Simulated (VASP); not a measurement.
MgO: single point with r2SCAN

The system is MgO.

```
Mg O
1.0
     3.48410    0.00000    0.00000
    -1.74205    3.01732    0.00000
     0.00000    0.00000    4.18569
Mg O
2 2
Direct
  0.66667 0.33333 0.75000
  0.33333 0.66667 0.25000
  0.63236 0.42707 0.25000
  0.33333 0.66667 0.75000
```

This cell differs from its parent crystal: atom 3 (O) moved -0.400 Å along Cartesian [1 -1 0].

- Program: VASP 6.6.1
- Task: single point
- Functional: r2SCAN
- Potentials or basis: VASP PAW PBE potentials, release 64 (Mg, O)
- Cutoff: 520 eV
- k mesh: 6 × 6 × 6
- Occupations: gaussian, width 0.05 eV
- Spin: no spin polarisation
- Dipole correction: no
- Further INCAR settings: ALGO = Normal; EDIFF = 1e-07; NBANDS = 16

| Item | Value |
| --- | --- |
| Pressure | 10.9 GPa |
| Largest force | 9.347 eV/Å |
| Band gap on the k mesh | 3.79 eV |

Forces in eV/Å, atoms in the order of the input:
```
Mg  -0.496  0.515  0.000
Mg  -6.870  3.526  0.000
O    8.151 -4.574  0.000
O   -0.786  0.533  0.000
```

Stress tensor (GPa, compression positive):
```
 31.58 -18.21   0.00
-18.21   0.70   0.00
  0.00   0.00   0.41
```

Levels at points of the mesh, in eV from the valence-band top:
| k point | band 4 | band 5 | band 6 | band 7 | band 8 | band 9 | band 10 | band 11 | band 12 | band 13 |
| --- | --- | --- | --- | --- | --- | --- | --- | --- | --- | --- |
| (0.00, 0.00, 0.00) | -2.13 | -1.55 | -1.17 | -0.77 | 0.00 | 3.79 | 10.05 | 12.27 | 12.59 | 14.60 |
| (0.50, 0.00, 0.00) | -2.77 | -2.35 | -1.96 | -1.09 | -0.87 | 7.84 | 9.18 | 10.07 | 12.70 | 13.32 |
| (0.00, 0.50, 0.00) | -2.93 | -2.50 | -1.77 | -0.79 | -0.77 | 8.11 | 9.47 | 9.61 | 12.12 | 13.56 |
| (0.50, 0.50, 0.00) | -2.59 | -2.36 | -2.22 | -1.85 | -0.62 | 6.69 | 9.43 | 11.86 | 13.46 | 13.62 |
| (0.00, 0.00, 0.50) | -2.54 | -1.56 | -1.51 | -1.31 | -1.18 | 6.66 | 6.84 | 13.37 | 13.69 | 13.85 |
| (0.50, 0.00, 0.50) | -3.89 | -1.92 | -1.65 | -1.03 | -0.70 | 7.73 | 7.92 | 11.78 | 12.27 | 14.73 |
| (0.00, 0.50, 0.50) | -3.69 | -1.89 | -1.77 | -1.28 | -0.98 | 8.06 | 8.08 | 12.25 | 12.56 | 15.11 |
| (0.50, 0.50, 0.50) | -4.16 | -1.76 | -1.40 | -0.64 | -0.44 | 7.39 | 7.62 | 10.97 | 11.77 | 14.81 |

Run time: 5 min on 1 thread of Intel Xeon 8259CL, on a shared host, peak memory 0.2 GiB.

Caveat: the cell differs from its parent crystal (atom 3 (O) moved -0.400 Å along Cartesian [1 -1 0]); the cell stands under pressure; the PAW data sets were made with another functional, which shifts forces and pressure a little.
